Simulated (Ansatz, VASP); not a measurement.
KCl in VASP and in Ansatz

INCAR

```
SYSTEM = KCl
PREC = Accurate
ENCUT = 520
EDIFF = 1E-7
ISMEAR = 0
SIGMA = 0.02
LREAL = .False.
LASPH = .True.
NELM = 60
ALGO = Normal
ISIF = 2
LWAVE = .False.
LCHARG = .False.
NBANDS = 15
```

The input KPOINTS:

```
Automatic mesh
0
Gamma
  7 7 7
  0 0 0
```

Contents of POSCAR:

```
KCl
1.0
    3.8391960000      0.0000000000      0.0000000000
    0.0000000000      3.8391960000      0.0000000000
    0.0000000000      0.0000000000      3.8391960000
K Cl
1 1
Direct
    0.0000000000      0.0000000000      0.0000000000
    0.5000000000      0.5000000000      0.5000000000
```

Contents of input.yaml:

```yaml
crystal:
  lattice:
    - [3.839196, 0.0, 0.0]
    - [0.0, 3.839196, 0.0]
    - [0.0, 0.0, 3.839196]
  atoms:
    - { symbol: K, position: [0.0, 0.0, 0.0] }
    - { symbol: Cl, position: [0.5, 0.5, 0.5] }
kpoints:
  mp_grid: { grid: [7, 7, 7] }
scf:
  occupations: { method: gaussian, width: 0.02 }
hamiltonian:
  xc: lda
  pseudopotentials: { kind: all_electron, lapw: { basis_error: 0.001 } }
output:
  forces: true
  stress: true
  eigenvalues: true
```

Alike in both runs: task single point; functional LDA; k mesh 7 × 7 × 7; occupations gaussian, width 0.02 eV; no spin polarisation.

|  | VASP | Ansatz |
| --- | --- | --- |
| version | VASP 6.6.1 | Ansatz 0.2.0 |
| potentials or method | VASP PAW LDA potentials, release 64 (K_sv, Cl), cutoff 520 eV | all-electron LAPW, scalar-relativistic |

```tsv
	VASP	Ansatz	Ansatz less VASP
gap on the k mesh at the Fermi level (eV)	4.39	4.39	-0.005
least direct gap on the mesh (eV)	4.58	4.57	-0.006
pressure (GPa)	-3.1	-3.1	-0.02
```

LDA's correlation is that of Perdew and Zunger in VASP and of Perdew and Wang (1992) in Ansatz. Ansatz ran all-electron here, and VASP with PAW potentials.
